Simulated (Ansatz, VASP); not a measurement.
**In: VASP beside Ansatz**

INCAR

```
SYSTEM = In
ALGO = Normal
EDIFF = 1E-7
ENCUT = 520
GGA = PS
ISIF = 2
ISMEAR = -1
LASPH = .True.
LCHARG = .False.
LREAL = .False.
LWAVE = .False.
NBANDS = 20
NELM = 60
PREC = Accurate
SIGMA = 0.1
```

KPOINTS

```
k-points
0
Gamma
  9 9 9
  0 0 0
```

The input POSCAR:

```
In
1.0
    0.0000000000      3.1902803168      3.1902803168
    3.1902803168      0.0000000000      3.1902803168
    3.1902803168      3.1902803168      0.0000000000
In
2
Direct
    0.1250000000      0.1250000000      0.1250000000
    0.8750000000      0.8750000000      0.8750000000
```

Input for Ansatz:

```yaml
crystal:
  lattice:
    - [0.0, 3.1902803168, 3.1902803168]
    - [3.1902803168, 0.0, 3.1902803168]
    - [3.1902803168, 3.1902803168, 0.0]
  atoms:
    - { symbol: In, position: [0.125, 0.125, 0.125] }
    - { symbol: In, position: [0.875, 0.875, 0.875] }
hamiltonian:
  xc: pbesol
  pseudopotentials:
    kind: paw
    azcp:
      In: "pseudopotentials/In.paw.azcp"
basis:
  ecutwfc: 420
  fft_grid_basis: typed
kpoints:
  mp_grid: { grid: [9, 9, 9], shift: [0, 0, 0] }
magnetization:
  spin_polarized: false
scf:
  occupations: { method: fermi_dirac, width: 0.1 }
  lower_state_search: "off"
output:
  stress: true
```

Alike in both runs: task single point; functional PBEsol; k mesh 9 × 9 × 9; occupations fermi-dirac, width 0.1 eV; no spin polarisation.

|  | VASP | Ansatz |
| --- | --- | --- |
| version | VASP 6.6.1 | Ansatz 0.2.0 |
| potentials or method | VASP PAW PBE potentials, release 64 (In_d), cutoff 520 eV | plane waves (420 eV) with PAW, scalar-relativistic |
| valence electrons in the cell | 26 | 26 |

|  | VASP | Ansatz | Ansatz less VASP |
| --- | --- | --- | --- |
| pressure (GPa) | 3.0 | 3.0 | +0.02 |

VASP's potentials were made for PBE, not for PBEsol, and Ansatz warns of the same on its side. The functional is the same, so the differences come from potentials, cutoffs and numerics.
